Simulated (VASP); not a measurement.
# ZnO (P6_3/mmc) in VASP: single point with PBE

Aim: the single point of ZnO with PBE.

All numbers are computed with VASP 6.6.1; they aren't measurements. Logs are shortened: lines on timing, memory, paths and dates and some standing lists are left out, and cuts for length are marked.

**1. The cell of the first run**

The structure is hexagonal, space group P6_3/mmc (No. 194). The conventional cell has a = 3.055 Å, b = 3.055 Å, c = 30.410 Å, α = 90.00°, β = 90.00°, γ = 120.00°. Zn (site symmetry 3m) has 6 O at 2.16 to 2.17 Å within 2.9 Å. Zn (site symmetry 3m) has 6 O at 2.16 Å within 2.9 Å. Zn (site symmetry -6m2) has 6 O at 2.21 Å within 2.9 Å. Zn (site symmetry -3m) has 6 O at 2.16 Å within 2.9 Å. Within 2.9 Å of O (site symmetry 3m) lie 6 Zn at 2.16 Å. O (site symmetry 3m) has 6 Zn at 2.16 to 2.21 Å and 1 O at 2.67 Å within 2.9 Å. O (site symmetry 3m) has 6 Zn at 2.16 to 2.17 Å within 2.9 Å.

**2. Single point, PBE**

INCAR

```
PREC     = Accurate       # precision mode
ENCUT    = 520            # plane-wave cutoff, eV
EDIFF    = 1E-6           # SCF threshold, eV
ISMEAR   = 0              # smearing method
SIGMA    = 0.1            # smearing width, eV
LREAL    = Auto         
LASPH    = True           # aspherical terms in the spheres
NELM     = 100            # most SCF steps
ALGO     = Normal         # electronic algorithm
ISIF     = 2              # what is computed and relaxed
LWAVE    = False          # write WAVECAR
LCHARG   = False          # write CHGCAR
GGA      = PE             # functional
NBANDS   = 126            # bands
```

KPOINTS

```
regular mesh
0
Gamma
  6 6 1
```

POSCAR

```
ZnO
1.0
    3.0554777537      0.0000000000      0.0000000000
   -1.5277388769      2.6461213554      0.0000000000
    0.0000000000      0.0000000000     30.4099130000
Zn O
12 12
Direct
    0.6666666700      0.3333333300      0.3349380000
    0.3333333300      0.6666666700      0.6650620000
    0.3333333300      0.6666666700      0.8349380000
    0.6666666700      0.3333333300      0.1650620000
    0.6666666700      0.3333333300      0.9174720000
    0.3333333300      0.6666666700      0.0825280000
    0.3333333300      0.6666666700      0.4174720000
    0.6666666700      0.3333333300      0.5825280000
    0.0000000000      0.0000000000      0.7500000000
    0.0000000000      0.0000000000      0.2500000000
    0.0000000000      0.0000000000      0.5000000000
    0.0000000000      0.0000000000      0.0000000000
    0.6666666700      0.3333333300      0.4587310000
    0.3333333300      0.6666666700      0.5412690000
    0.3333333300      0.6666666700      0.9587310000
    0.6666666700      0.3333333300      0.0412690000
    0.6666666700      0.3333333300      0.7061580000
    0.3333333300      0.6666666700      0.2938420000
    0.3333333300      0.6666666700      0.2061580000
    0.6666666700      0.3333333300      0.7938420000
    0.0000000000      0.0000000000      0.6237590000
    0.0000000000      0.0000000000      0.3762410000
    0.0000000000      0.0000000000      0.1237590000
    0.0000000000      0.0000000000      0.8762410000
```

Potentials or basis: VASP PAW PBE potentials, release 64 (Zn, O).

On the command line:

```sh
> cat potpaw_PBE.64/Zn/POTCAR potpaw_PBE.64/O/POTCAR > POTCAR
> mpirun -np 1 vasp_std > vasp.out
```

OUTCAR:

```text
PREC = Accurate
   ENCUT = 520
   EDIFF = 1E-6
   ISMEAR = 0
   LREAL = Auto
   LASPH = True
   NELM = 100
   ISIF = 2
   GGA = PE

 ion  position               nearest neighbor table
   1  0.667  0.333  0.335-  18 2.16  18 2.16  18 2.16  22 2.17  22 2.17  22 2.17
   2  0.333  0.667  0.665-  17 2.16  17 2.16  17 2.16  21 2.17  21 2.17  21 2.17
   3  0.333  0.667  0.835-  20 2.16  20 2.16  20 2.16  24 2.17  24 2.17  24 2.17
   4  0.667  0.333  0.165-  19 2.16  19 2.16  19 2.16  23 2.17  23 2.17  23 2.17
   5  0.667  0.333  0.917-  24 2.16  24 2.16  24 2.16  15 2.16  15 2.16  15 2.16
   6  0.333  0.667  0.083-  23 2.16  23 2.16  23 2.16  16 2.16  16 2.16  16 2.16
[... 16 lines left out ...]
  23  0.000  0.000  0.124-   6 2.16   6 2.16   6 2.16   4 2.17   4 2.17   4 2.17
  24  0.000  0.000  0.876-   5 2.16   5 2.16   5 2.16   3 2.17   3 2.17   3 2.17

  LATTYP: Found a hexagonal cell.
 ALAT       =     3.0554777537
 C/A-ratio  =     9.9525885807

  Lattice vectors:

 A1 = (   3.0554777537,   0.0000000000,   0.0000000000)
 A2 = (  -1.5277388769,   2.6461213554,   0.0000000000)
 A3 = (   0.0000000000,   0.0000000000,  30.4099130000)

Analysis of symmetry for initial positions (statically):
=====================================================================
 Subroutine PRICEL returns:
 Original cell was already a primitive cell.

 Routine SETGRP: Setting up the symmetry group for a
 hexagonal supercell.

 Subroutine GETGRP returns: Found 24 space group operations
 (whereof 12 operations were pure point group operations)
 out of a pool of 24 trial point group operations.

The static configuration has the point symmetry D_3d.
 The point group associated with its full space group is D_6h.

Analysis of symmetry for dynamics (positions and initial velocities):
=====================================================================
 Subroutine PRICEL returns:
 Original cell was already a primitive cell.

 Routine SETGRP: Setting up the symmetry group for a
 hexagonal supercell.

 Subroutine GETGRP returns: Found 24 space group operations
 (whereof 12 operations were pure point group operations)
 out of a pool of 24 trial point group operations.

The dynamic configuration has the point symmetry D_3d.
 The point group associated with its full space group is D_6h.

 Subroutine INISYM returns: Found 24 space group operations
 (whereof 12 operations are pure point group operations),
 and found     1 'primitive' translations

----------------------------------------------------------------------------------------

                                     Primitive cell

  volume of cell :     245.8692

  direct lattice vectors                    reciprocal lattice vectors
     3.055477754  0.000000000  0.000000000     0.327281061  0.188955808  0.000000000
    -1.527738877  2.646121355  0.000000000     0.000000000  0.377911617  0.000000000
     0.000000000  0.000000000 30.409913000     0.000000000  0.000000000  0.032884014

  length of vectors
     3.055477754  3.055477754 30.409913000     0.377911617  0.377911617  0.032884014

  position of ions in fractional coordinates (direct lattice)
     0.666666670  0.333333330  0.334938000
     0.333333330  0.666666670  0.665062000
     0.333333330  0.666666670  0.834938000
     0.666666670  0.333333330  0.165062000
     0.666666670  0.333333330  0.917472000
     0.333333330  0.666666670  0.082528000
[... 16 lines left out ...]
     0.000000000  0.000000000  0.123759000
     0.000000000  0.000000000  0.876241000

  ion indices of the primitive-cell ions
   primitive index   ion index
                 1           1
                 2           2
                 3           3
                 4           4
                 5           5
                 6           6
[... 16 lines left out ...]
                23          23
                24          24

----------------------------------------------------------------------------------------

 KPOINTS: regular mesh

Automatic generation of k-mesh.
 Grid dimensions read from file:
 generate k-points for:    6    6    1

 Generating k-lattice:

  Cartesian coordinates                     Fractional coordinates (reciprocal lattice)
     0.054546843  0.031492635  0.000000000     0.166666667 -0.000000000  0.000000000
     0.000000000  0.062985269  0.000000000     0.000000000  0.166666667  0.000000000
     0.000000000  0.000000000  0.032884014     0.000000000  0.000000000  1.000000000

  Length of vectors
     0.062985269  0.062985269  0.032884014

  Shift w.r.t. Gamma in fractional coordinates (k-lattice)
     0.000000000  0.000000000  0.000000000

 Subroutine IBZKPT returns following result:
 ===========================================

 Found      7 irreducible k-points:

 Following reciprocal coordinates:
            Coordinates               Weight
  0.000000  0.000000  0.000000      1.000000
  0.166667  0.000000  0.000000      6.000000
  0.333333 -0.000000  0.000000      6.000000
  0.500000  0.000000  0.000000      3.000000
  0.166667  0.166667  0.000000      6.000000
  0.333333  0.166667  0.000000     12.000000
  0.333333  0.333333  0.000000      2.000000
   k-points           NKPTS =      7   k-points in BZ     NKDIM =      7   number of bands    NBANDS=    126
   number of dos      NEDOS =    301   number of ions     NIONS =     24
   total plane-waves  NPLWV = 138240
   dimension x,y,z NGX =    24 NGY =   24 NGZ =  240
   dimension x,y,z NGXF=    48 NGYF=   48 NGZF=  480
   ions per type =              12  12
   NGX,Y,Z   is equivalent  to a cutoff of  13.06, 13.06, 13.12 a.u.
   NGXF,Y,Z  is equivalent  to a cutoff of  26.12, 26.12, 26.24 a.u.
 SYSTEM =  unknown system
   PREC   = accura    normal or accurate (medium, high low for compatibility)
   ISTART =      0    job   : 0-new  1-cont  2-samecut
   ICHARG =      2    charge: 1-file 2-atom 10-const
   ISPIN  =      1    spin polarized calculation?
   LNONCOLLINEAR =      F non collinear calculations
   LSORBIT =      F    spin-orbit coupling
   LASPH  =      T    aspherical Exc in radial PAW
   ENCUT  =  520.0 eV  38.22 Ry    6.18 a.u.   5.68  5.68 56.54*2*pi/ulx,y,z
   NELM   =    100;   NELMIN=  2; NELMDL= -5     # of ELM steps
   EDIFF  = 0.1E-05   stopping-criterion for ELM
   LREAL  =      T    real-space projection
   EDIFFG = 0.1E-04   stopping-criterion for IOM
   NSW    =      0    number of steps for IOM
   IBRION =     -1    ionic relax: 0-MD 1-quasi-New 2-CG
   NFREE  =      0    steps in history (QN), initial steepest desc. (CG)
   ISIF   =      2    stress and relaxation
   ISYM   =      2    0-nonsym 1-usesym 2-fastsym
   POTIM  = 0.5000    time-step for ionic-motion
   TEBEG  =    0.0;   TEEND  =   0.0 temperature during run
   PSTRESS=    0.0 pullay stress
   NELECT =     216.0000    total number of electrons
   NUPDOWN=      -1.0000    fix difference up-down
   EMIN   =  10.00;   EMAX   =-10.00  energy-range for DOS
   EFERMI =   0.00;   METHOD = LEGACY
   ISMEAR =     0;   SIGMA  =   0.10  broadening in eV -4-tet -1-fermi 0-gaus
   EFERMI_NEDOS =   21; number of points for ismear=-14 and -15
   IALGO  =     38    algorithm
   IMIX   =      4    mixing-type and parameters
     AMIX     =   0.40;   BMIX     =  1.00
     AMIX_MAG =   1.60;   BMIX_MAG =  1.00
  volume/ion in A,a.u.               =      10.24        69.13
  Fermi-wavevector in a.u.,A,eV,Ry     =   1.567923  2.962945 33.448324  2.458382
  Thomas-Fermi vector in A             =   2.670031
   LORBIT       =      0    0 simple, 1 ext, 2 COOP (PROOUT), +10 PAW based schemes
   GGA     = PE    functional components
   LHFCALC =     F    Hartree Fock is set to
   AEXX    =    0.0000 exact exchange contribution
   IVDW    =     0    specifies the selected vdW correction
   LEPSILON=     F    determine dielectric tensor
   LRPA    =     F    only Hartree local field effects (RPA)
 non-spin polarized calculation
 Gauss-broadening in eV      SIGMA  =   0.10
  energy-cutoff  :      520.00
  volume of cell :      245.87
 maximum number of plane-waves:      6638
 NGX is ok and might be reduce to    24
   NGX = 11   NGY = 11   NGZ =113

 number of electron     216.0000175 magnetization

 Free energy of the ion-electron system (eV)
  ---------------------------------------------------
  ext. energy  EPLUGINS =         0.00000000
  ---------------------------------------------------
  free energy    TOTEN  =      -102.95612219 eV

  energy without entropy =     -102.95611112  energy(sigma->0) =     -102.95611665

 E-fermi :   2.6131     XC(G=0): -12.0441

 val. band max:        2.3499861622   @ k =   0.5000   0.0000   0.0000
 cond. band min:       2.8519193051   @ k =   0.0000   0.0000   0.0000
 fundamental gap:      0.5019331429
 Fermi energy:         2.6130728773

 k-point     1 :       0.0000    0.0000    0.0000
  band No.  band energies     occupation
      1     -15.9100      2.00000
      2     -15.8530      2.00000
      3     -15.8231      2.00000
      4     -15.6495      2.00000
      5     -15.6221      2.00000
      6     -15.3494      2.00000
[... 112 lines left out ...]
    119       7.7359      0.00000
    120       7.8854      0.00000

 k-point     2 :       0.1667    0.0000    0.0000
  band No.  band energies     occupation
      1     -15.6669      2.00000
      2     -15.6123      2.00000
      3     -15.5945      2.00000
      4     -15.4316      2.00000
      5     -15.4186      2.00000
      6     -15.1680      2.00000
[... 611 lines left out ...]
      3     -14.5067      2.00000
      4     -14.5067      2.00000
      5     -14.5067      2.00000
      6     -14.5066      2.00000
[... 112 lines left out ...]
    119       9.5289      0.00000
    120       9.5289      0.00000
 [bands above 120 left out]

------------------------ aborting loop because EDIFF is reached ----------------------------------------

  FORCE on cell =-STRESS in cart. coord.  units (eV):
  Direction    XX          YY          ZZ          XY          YZ          ZX
  --------------------------------------------------------------------------------------
  -------------------------------------------------------------------------------------
  Total       -0.4590737     -0.4590737     -0.0412662      0.0000000     -0.0000000      0.0000000
  in kB       -2.9914992     -2.9914992     -0.2689065      0.0000000     -0.0000000      0.0000000
  external PRESSURE =      -2.0839683 kB  Pullay stress =       0.0000000 kB

 VOLUME and BASIS-vectors are now :
 -----------------------------------------------------------------------------
  energy-cutoff  :      520.00
  volume of cell :      245.87
      direct lattice vectors                 reciprocal lattice vectors
     3.055477754  0.000000000  0.000000000     0.327281061  0.188955808  0.000000000
    -1.527738877  2.646121355  0.000000000     0.000000000  0.377911617  0.000000000
     0.000000000  0.000000000 30.409913000     0.000000000  0.000000000  0.032884014

 POSITION                                       TOTAL-FORCE (eV/Angst)
 -----------------------------------------------------------------------------------
      1.52774      0.88204     10.18544         0.000000     -0.000000     -0.036757
     -0.00000      1.76408     20.22448        -0.000000     -0.000000      0.036757
     -0.00000      1.76408     25.39039        -0.000000     -0.000000     -0.036757
      1.52774      0.88204      5.01952         0.000000     -0.000000      0.036757
      1.52774      0.88204     27.90024        -0.000000      0.000000     -0.000480
     -0.00000      1.76408      2.50967         0.000000     -0.000000      0.000480
[... 16 lines left out ...]
      0.00000      0.00000      3.76350        -0.000000     -0.000000      0.011242
      0.00000      0.00000     26.64641        -0.000000     -0.000000     -0.011242
 -----------------------------------------------------------------------------------
    total drift:                                0.000000     -0.000000      0.000000

  FREE ENERGIE OF THE ION-ELECTRON SYSTEM (eV)
  ---------------------------------------------------
  free  energy   TOTEN  =      -102.9561221907 eV

  energy  without entropy=     -102.9561111155  energy(sigma->0) =     -102.95611665
```

It took 14 min on 1 thread of Intel Xeon 8259CL, shared host; peak memory 0.44 GiB.

Results:

```yaml
Free_energy: -102.9561 eV
Pressure: -0.2 GPa
Largest_force: 0.037 eV/Å
Band_gap_on_the_k_mesh: 0.50 eV (least direct gap 0.54 eV)
```

Forces in eV/Å, atoms in the order of the input:
```
Zn   0.000  0.000 -0.037
Zn   0.000  0.000  0.037
Zn   0.000  0.000 -0.037
Zn   0.000  0.000  0.037
Zn   0.000  0.000  0.000
Zn   0.000  0.000  0.000
Zn   0.000  0.000  0.000
Zn   0.000  0.000  0.000
Zn   0.000  0.000  0.000
Zn   0.000  0.000  0.000
Zn   0.000  0.000  0.000
Zn   0.000  0.000  0.000
O    0.000  0.000  0.001
O    0.000  0.000 -0.001
O    0.000  0.000  0.001
O    0.000  0.000 -0.001
O    0.000  0.000  0.008
O    0.000  0.000 -0.008
O    0.000  0.000  0.008
O    0.000  0.000 -0.008
O    0.000  0.000  0.011
O    0.000  0.000 -0.011
O    0.000  0.000  0.011
O    0.000  0.000 -0.011
```

Caveat: semilocal functionals underestimate gaps, and a narrow one can read as zero.
